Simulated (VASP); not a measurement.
# AlN: single point with r2SCAN

Crystal: AlN.

```
Al N
1.0
     3.13746    0.00000    0.00000
    -1.56873    2.71712    0.00000
     0.00000    0.00000    5.02788
Al N
2 2
Direct
  0.33333 0.66667 0.99920
  0.66667 0.33333 0.49920
  0.33333 0.66667 0.38080
  0.66667 0.33333 0.88080
```

This cell differs from its parent crystal: volume changed by +3%.

| Item | Value |
| --- | --- |
| Program | VASP 6.6.1 |
| Task | single point |
| Functional | r2SCAN |
| Potentials or basis | VASP PAW PBE potentials, release 64 (Al, N) |
| Cutoff | 520 eV |
| k mesh | 9 × 9 × 4 |
| Occupations | gaussian, width 0.01 eV |
| Spin | no spin polarisation |

```
Pressure               : -6.3 GPa
Largest force          : 0.009 eV/Å
Band gap on the k mesh : 4.65 eV, direct
```

Forces on the atoms (eV/Å):
```
Al   0.000  0.000  0.009
Al   0.000  0.000  0.009
N    0.000  0.000 -0.009
N    0.000  0.000 -0.009
```

Stress tensor (GPa, compression positive):
```
-6.44  0.00  0.00
 0.00 -6.44  0.00
 0.00  0.00 -6.00
```

Levels at points of the mesh, in eV from the valence-band top:
```csv
k point,band 5,band 6,band 7,band 8,band 9,band 10,band 11,band 12
"(0.00, 0.00, 0.00)",-0.87,-0.22,-0.22,0.00,4.65,7.27,11.36,11.82
"(0.00, 0.00, 0.50)",-0.55,-0.55,-0.55,-0.55,6.99,6.99,11.06,11.06
```

Wall time 100 s on 1 thread of Intel(R) Xeon(R) Platinum 8259CL CPU @ 2.50GHz (Skylake/Cascade Lake), on a shared host, peak memory 0.16 GiB.

Caveat: the PAW data sets were made with another functional, which shifts forces and pressure a little.
